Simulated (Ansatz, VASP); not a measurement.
# P in VASP and in Ansatz

INCAR

```
SYSTEM = P
PREC = Accurate
ENCUT = 600
EDIFF = 1E-6
ISMEAR = -1
SIGMA = 0.1
LREAL = .False.
LASPH = .True.
NELM = 100
ALGO = Normal
ISIF = 3
LWAVE = .False.
LCHARG = .False.
GGA = PS
IBRION = 2
NSW = 80
EDIFFG = -0.01
```

Contents of KPOINTS:

```
Automatic mesh
0
Gamma
  10 10 10
  0 0 0
```

The input POSCAR:

```
P
1.0
    0.0000000000      2.7391031705      2.7391031705
    2.7391031705      0.0000000000      2.7391031705
    2.7391031705      2.7391031705      0.0000000000
P
2
Direct
    0.1250000000      0.1250000000      0.1250000000
    0.8750000000      0.8750000000      0.8750000000
```

Input for Ansatz:

```yaml
crystal:
  lattice:
    - [0.0, 2.7391031705, 2.7391031705]
    - [2.7391031705, 0.0, 2.7391031705]
    - [2.7391031705, 2.7391031705, 0.0]
  atoms:
    - { symbol: P, position: [0.125, 0.125, 0.125] }
    - { symbol: P, position: [0.875, 0.875, 0.875] }
hamiltonian:
  xc: pbesol
  pseudopotentials:
    kind: paw
    azcp:
      P: "pseudopotentials/P.paw.azcp"
basis:
  ecutwfc: 420
  fft_grid_basis: typed
kpoints:
  mp_grid: { grid: [10, 10, 10], shift: [0, 0, 0] }
magnetization:
  spin_polarized: false
scf:
  occupations: { method: fermi_dirac, width: 0.1 }
relax:
  max_steps: 60
  f_tol: 0.01
  cell: {}
```

Alike in both runs: task relaxation of cell and atoms; functional PBEsol; k mesh 10 × 10 × 10; occupations fermi-dirac, width 0.1 eV; no spin polarisation.

```csv
,VASP,Ansatz
version,VASP 6.6.1,Ansatz 0.2.0
potentials or method,"VASP PAW PBE potentials, release 64 (P), cutoff 600 eV","plane waves (420 eV) with PAW, scalar-relativistic"
valence electrons in the cell,10,10
```

```csv
,VASP,Ansatz,Ansatz less VASP
relaxed volume (Å³/atom),19.44,19.40,-0.043
relaxed cell length with the largest relative difference (Å),3.803,3.800,-0.0028
```

VASP's potentials were made for PBE, not for PBEsol, and Ansatz warns of the same on its side.
